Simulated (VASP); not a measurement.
## Sc: single point with PBEsol

Sc:

```xyz
1
Lattice="2.3795 0.0000 0.0000 0.0000 2.3795 0.0000 0.0000 0.0000 2.3795" Properties=species:S:1:pos:R:3 pbc="T T T"
Sc    0.0000    0.0000    0.0000
```

```json
{"Program": "VASP 6.6.1", "Task": "single point", "Functional": "PBEsol", "Potentials or basis": "VASP PAW PBE potentials, release 64 (Sc_sv)", "Cutoff": "520 eV", "k mesh": "15 × 15 × 15", "Occupations": "fermi-dirac, width 0.05 eV", "Spin": "no spin polarisation", "Dipole correction": "no", "Further INCAR settings": "ALGO = Normal; EDIFF = 1e-06; NBANDS = 12"}
```

```yaml
Pressure: 59.6 GPa
```

Levels at points of the mesh, in eV from the Fermi level:
| k point | band 1 | band 2 | band 3 | band 4 | band 5 | band 6 | band 7 | band 8 | band 9 | band 10 |
| --- | --- | --- | --- | --- | --- | --- | --- | --- | --- | --- |
| (0.00, 0.00, 0.00) | -49.05 | -25.94 | -25.94 | -25.94 | -5.24 | -1.70 | -1.70 | 7.29 | 7.29 | 7.29 |

Run time: 11 s on 1 thread of Intel(R) Xeon(R) Platinum 8375C CPU @ 2.90GHz (Ice Lake), on a shared host, peak memory 0.13 GiB.

Caveat: the PAW data sets were made with another functional, which shifts forces and pressure a little.
